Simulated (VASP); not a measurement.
Input of a VASP 6.6.1 run:

Contents of POSCAR:

```
BeS
1.0
    2.4342244985      2.4342244985      0.0000000000
   -2.4342244985      2.4342244985      0.0000000000
    0.0000000000      2.4342244985      2.4342244985
Be S
1 1
Direct
    0.0000000000      0.0000000000      0.0000000000
    0.7500000000      0.2500000000      0.5000000000
```

File INCAR.step1:

```
PREC = Accurate ; ENCUT = 600
ISMEAR = 0 ; SIGMA = 0.01
LREAL = F ; LASPH = T
NELM = 60 ; GGA = PE
ALGO = Normal ; EDIFF = 1E-4
LWAVE = T ; LCHARG = F
```

File INCAR.step2:

```
PREC = Accurate ; ENCUT = 600
EDIFF = 1E-7 ; ISMEAR = 0
SIGMA = 0.01 ; LREAL = F
LASPH = T ; NELM = 60
ALGO = Normal ; ISIF = 3
LWAVE = F ; LCHARG = F
METAGGA = R2SCAN ; LMIXTAU = T
IBRION = 2 ; NSW = 100
EDIFFG = -0.002 ; PSTRESS = 150.0
ISTART = 1
```

KPOINTS

```
Automatic mesh
0
Gamma
  8 8 8
```

Potentials or basis: VASP PAW PBE potentials, release 64 (Be, S).

Command:

```console
$ cat potpaw_PBE.64/Be/POTCAR potpaw_PBE.64/S/POTCAR > POTCAR
$ cp INCAR.step1 INCAR
$ mpirun -np 1 vasp_std > vasp.out
$ cp INCAR.step2 INCAR
$ mpirun -np 1 vasp_std > vasp.out
```

Task: Estimate the relaxed cell.

Result: a = 3.307 Å, b = 3.307 Å, c = 3.307 Å, α = 60.00°, β = 60.00°, γ = 90.00°.

Task: What does it give for the space group after relaxing (to 0.1 Å)?

Result: F-43m (No. 216).

Task: What does it give for the band gap on the k mesh?

Result: 3.30 eV (least direct gap 6.16 eV).

Task: Estimate the relaxed volume.

Result: 12.79 Å³/atom.

Final structure:
```
CELL_PARAMETERS angstrom
2.33848 2.33848 0.00000
-2.33848 2.33848 0.00000
0.00000 2.33848 2.33848
ATOMIC_POSITIONS crystal
Be 0.00000 0.00000 0.00000
S 0.75000 0.25000 0.50000
```

Caveat: the cell is relaxed towards a set pressure, so the run minimises the enthalpy, not the energy; the PAW data sets were made with another functional, which shifts forces and pressure a little. A k mesh can miss the band edges.
